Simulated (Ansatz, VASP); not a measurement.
## Two plane-wave programs on Fe

Contents of INCAR:

```
SYSTEM = Fe
PREC = Accurate ; ENCUT = 520
EDIFF = 1E-8 ; ISMEAR = 0
SIGMA = 0.05 ; LREAL = .False.
LASPH = .True. ; NELM = 150
ALGO = Fast ; ISIF = 2
LWAVE = .False. ; LCHARG = .False.
ISPIN = 2 ; MAGMOM = 2.43
LORBIT = 11 ; LMAXMIX = 4
GGA = PE ; LEFG = .True.
NBANDS = 14
```

The input KPOINTS:

```
Automatic mesh
0
Gamma
  22 22 22
  0 0 0
```

POSCAR

```
Fe
1.0
   -1.4155932657      1.4155932657      1.4155932657
    1.4155932657     -1.4155932657      1.4155932657
    1.4155932657      1.4155932657     -1.4155932657
Fe
1
Direct
    0.0000000000      0.0000000000      0.0000000000
```

Input for Ansatz:

```yaml
crystal:
  lattice:
    - [-1.4155932657, 1.4155932657, 1.4155932657]
    - [1.4155932657, -1.4155932657, 1.4155932657]
    - [1.4155932657, 1.4155932657, -1.4155932657]
  atoms:
    - { symbol: Fe, position: [0.0, 0.0, 0.0], spin: 2.43 }
basis:
  ecutwfc: 420
  ecutrho_ratio: 4
kpoints:
  mp_grid: { grid: [22, 22, 22] }
hamiltonian:
  xc: pbe
scf:
  occupations: { method: gaussian, width: 0.05 }
  lower_state_search: "off"
output:
  forces: true
  stress: true
  eigenvalues: true
  populations: true
  efg: { contact_densities: true, quadrupole_moments_barn: { Fe: 0.16 } }
magnetization:
  spin_polarized: true
checkpoint:
  read: start.run
  write: ck
  compress: false
  write_wavefunctions: false
  write_every: 100000
```

Alike in both runs: task electric field gradients; functional PBE; k mesh 22 × 22 × 22; occupations gaussian, width 0.05 eV; collinear spin.

|  | VASP | Ansatz |
| --- | --- | --- |
| version | VASP 6.6.1 | Ansatz 0.2.0 |
| potentials or method | VASP PAW PBE potentials, release 64 (Fe), cutoff 520 eV | scalar-relativistic, plane waves, PAW |
| valence electrons in the cell | 8 | 16 |

```csv
,VASP,Ansatz,Ansatz less VASP
gap on the k mesh at the Fermi level (eV),none,none,-
pressure (GPa),-0.3,-0.1,+0.16
net moment per atom (μB),2.18,2.16,-0.018
size of the moment on the site where the two differ most (μB),2.17,2.20,+0.032
```

Site moments also hang on the region over which each program counts them. A gap of «none» marks a metal or a gap that the smearing closes. The functional is the same, so the differences come from potentials, cutoffs and numerics. VASP's potentials hold 8 valence electrons a cell and Ansatz's 16, so a difference there can come from the potentials and not from the codes. Ansatz's warnings: stability check not made.
